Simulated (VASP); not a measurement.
Crystal: ScCu3.

```xyz
4
Lattice="0.0000 3.0335 3.0335 3.0335 0.0000 3.0335 3.0335 3.0335 0.0000" Properties=species:S:1:pos:R:3 pbc="T T T"
Sc    0.0000    0.0000    0.0000
Cu    3.0335    3.0335    3.0335
Cu    1.5167    1.5167    1.5167
Cu    4.5502    4.5502    4.5502
```

- Program: VASP 6.6.1
- Task: relaxation of volume and atoms at fixed shape
- Functional: LDA
- Potentials or basis: VASP PAW LDA potentials, release 64 (Sc_sv, Cu)
- Cutoff: 600 eV
- k mesh: 7 × 7 × 7
- Occupations: gaussian, width 0.1 eV
- Spin: no spin polarisation

At the start: pressure -6.5 GPa; volume 13.96 Å³/atom.

Problem. Where does the relaxation end?

Solution. Over 3 steps the energy falls by 15.9 meV/atom and the volume is 13.21 Å³/atom (-5.4 %); space group Fm-3m (No. 225, to 0.05 Å).

The path:
```tsv
step	energy change (eV)	largest force (eV/Å)	pressure (GPa)	volume (Å³)
1	0.0000	0.0000	-6.48	55.83
2	-0.0465	0.0000	3.92	51.39
3	-0.0638	0.0000	0.01	52.83
```

Final structure:
```
Sc Cu
1.0
     0.00000    2.97825    2.97825
     2.97825    0.00000    2.97825
     2.97825    2.97825    0.00000
Sc Cu
1 3
Direct
  0.00000 0.00000 0.00000
  0.50000 0.50000 0.50000
  0.25000 0.25000 0.25000
  0.75000 0.75000 0.75000
```
